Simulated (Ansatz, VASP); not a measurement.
## Mg2C: VASP beside Ansatz

```xyz
3
Lattice="3.3161 0.0000 0.0000 0.0000 3.3161 0.0000 0.0000 0.0000 4.2920" Properties=species:S:1:pos:R:3 pbc="T T T"
Mg    0.0000    0.0000    0.0000
Mg    1.6580    1.6580    2.1460
C     0.0000    0.0000    2.1460
```

Change from the starting cell: ordered vacancies on the anion sites of rock salt (P4/mmm, No. 123).

Alike in both runs: functional PBE; k mesh 14 × 14 × 10; occupations gaussian, width 0.1 eV; no spin polarisation.

Ansatz relaxed the structure, and its values are those at the end. VASP's run is a single point on that final structure, the one shown.

|  | VASP | Ansatz |
| --- | --- | --- |
| version | VASP 6.6.1 | Ansatz 0.2.0 |
| potentials or method | VASP PAW PBE potentials, release 64 (Mg, C), cutoff 520 eV | scalar-relativistic, plane waves, PAW |
| valence electrons in the cell | 8 | 24 |

|  | VASP | Ansatz | Ansatz less VASP |
| --- | --- | --- | --- |
| gap on the k mesh at the Fermi level (eV) | none | none | - |
| pressure (GPa) | -0.2 | 0.0 | +0.16 |

A gap of «none» marks a metal or a gap that the smearing closes. VASP's potentials hold 8 valence electrons a cell and Ansatz's 24, so a difference there can come from the potentials and not from the codes.
